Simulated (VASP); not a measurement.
Wanted: the native input for a VASP 6.6.1 run.

* Task: single point
* Functional: PBE
* Potentials or basis: VASP PAW PBE potentials, release 64 (Pb_d, Se)
* Cutoff: 520 eV
* k mesh: 10 × 10 × 10
* Occupations: gaussian, width 0.03 eV
* Spin: no spin polarisation
* Dipole correction: no
* Further INCAR settings: ALGO = Normal; EDIFF = 1e-06; NBANDS = 17

The structure of PbSe lies in POSCAR:

```
PbSe
1.0
    0.0000000000      3.0621500000      3.0621500000
    3.0621500000      0.0000000000      3.0621500000
    3.0621500000      3.0621500000      0.0000000000
Pb Se
1 1
Direct
    0.0000000000      0.0000000000      0.0000000000
    0.5244925951      0.4755074049      0.4755074049
```

This cell differs from its parent crystal: all Se atoms moved -0.150 Å, as atom 2 along Cartesian [1 0 0].

One way to write it, as run:

INCAR

```
SYSTEM = PbSe
ALGO = Normal
EDIFF = 1E-6
ENCUT = 520
GGA = PE
ISIF = 2
ISMEAR = 0
LASPH = .True.
LCHARG = .True.
LELF = .True.
LREAL = .False.
LVHAR = .True.
LWAVE = .False.
NBANDS = 17
NELM = 80
PREC = Accurate
SIGMA = 0.03
```

KPOINTS

```
k-points
0
Gamma
  10 10 10
  0 0 0
```

Potentials or basis: VASP PAW PBE potentials, release 64 (Pb_d, Se).

Launch:

```bash
$ cat potpaw_PBE.64/Pb_d/POTCAR potpaw_PBE.64/Se/POTCAR > POTCAR
$ mpirun -np 1 vasp_std > vasp.out
```

It gave:

The pressure is 2.7 GPa, the largest force is 0.147 eV/Å and the band gap on the k mesh is 0.54 eV.

Caveat: the cell differs from its parent crystal (all Se atoms moved -0.150 Å, as atom 2 along Cartesian [1 0 0]); spin-orbit coupling is left out, which moves the levels of the heavy elements.

Wall time 91 s on 1 thread of Intel Xeon 8259CL (shared host), peak memory 0.25 GiB.
